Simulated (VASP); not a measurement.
Ti:

```
CELL_PARAMETERS angstrom
0.00000 2.03000 2.03000
2.03000 0.00000 2.03000
2.03000 2.03000 0.00000
ATOMIC_POSITIONS crystal
Ti 0.00000 0.00000 0.00000
```

| Item | Value |
| --- | --- |
| Program | VASP 6.6.1 |
| Task | relaxation of cell and atoms |
| Functional | PBE |
| Dispersion | D3(BJ) |
| Potentials or basis | VASP PAW PBE potentials, release 64 (Ti_sv) |
| Cutoff | 600 eV |
| k mesh | 11 × 11 × 11 |
| Occupations | fermi-dirac, width 0.05 eV |
| Spin | no spin polarisation |

At the start: pressure -2.4 GPa; volume 16.73 Å³/atom.

Question: How do energy, volume and symmetry change on relaxing?

Answer: Over 3 steps the energy falls by 2.7 meV/atom and the volume is 16.37 Å³/atom (-2.1 %); space group Fm-3m (No. 225, to 0.05 Å).

The path:
```
step  energy change (eV)  largest force (eV/Å)  pressure (GPa)  volume (Å³)
   1              0.0000                0.0000           -2.39        16.73
   2             -0.0015                0.0000            1.73        16.13
   3             -0.0027                0.0000            0.01        16.37
```

Final structure:
```
CELL_PARAMETERS angstrom
0.00000 2.01539 2.01539
2.01539 0.00000 2.01539
2.01539 2.01539 0.00000
ATOMIC_POSITIONS crystal
Ti 0.00000 0.00000 0.00000
```

Caveat: pairwise dispersion overbinds metals, which lowers pressure and volume.
